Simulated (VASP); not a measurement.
Set up this calculation in VASP 6.6.1, as the native input.

```
Task                   : single point
Functional             : PBE
Potentials or basis    : VASP PAW PBE potentials, release 64 (Si, Mg)
Cutoff                 : 600 eV
k mesh                 : 8 × 8 × 8
Occupations            : fermi-dirac, width 0.02 eV
Spin                   : no spin polarisation
Dipole correction      : no
Further INCAR settings : ALGO = Normal; EDIFF = 1e-06; NBANDS = 11
```

The structure of Mg2Si lies in POSCAR:

```
Mg2Si
1.0
    0.0000000000      3.1848080027      3.1623700939
    3.1848080027      0.0000000000      3.1623700939
    3.1848080027      3.1848080027      0.0000000000
Si Mg
1 2
Direct
    0.0000000000      0.0000000000      0.0000000000
    0.2500000000      0.2500000000      0.2500000000
    0.7500000000      0.7500000000      0.7500000000
```

This cell differs from its parent crystal: epitaxial xy strain +0.5%.

The input as run:

INCAR

```
PREC     = Accurate       # precision mode
ENCUT    = 600            # plane-wave cutoff, eV
EDIFF    = 1E-6           # SCF threshold, eV
ISMEAR   = -1             # smearing method
SIGMA    = 0.02           # smearing width, eV
LREAL    = False          # projectors in reciprocal space
LASPH    = True           # aspherical terms in the spheres
NELM     = 120            # most SCF steps
ALGO     = Normal         # electronic algorithm
ISIF     = 2              # what is computed and relaxed
LWAVE    = False          # write WAVECAR
LCHARG   = False          # write CHGCAR
GGA      = PE             # functional
NBANDS   = 11             # bands
GGA_COMPAT= False
```

KPOINTS

```
regular mesh
0
Gamma
  8 8 8
```

Potentials or basis: VASP PAW PBE potentials, release 64 (Si, Mg).

The run is started by

```sh
$ cat potpaw_PBE.64/Si/POTCAR potpaw_PBE.64/Mg/POTCAR > POTCAR
$ mpirun -np 1 vasp_std > vasp.out
```

Results of the run:

The pressure is 0.1 GPa. The band gap on the k mesh is 0.17 eV (least direct gap 1.85 eV).

Caveat: the cell differs from its parent crystal (epitaxial xy strain +0.5%).

It took 67 s on 1 thread of Intel Xeon 8259CL (shared host), peak memory 0.23 GiB.
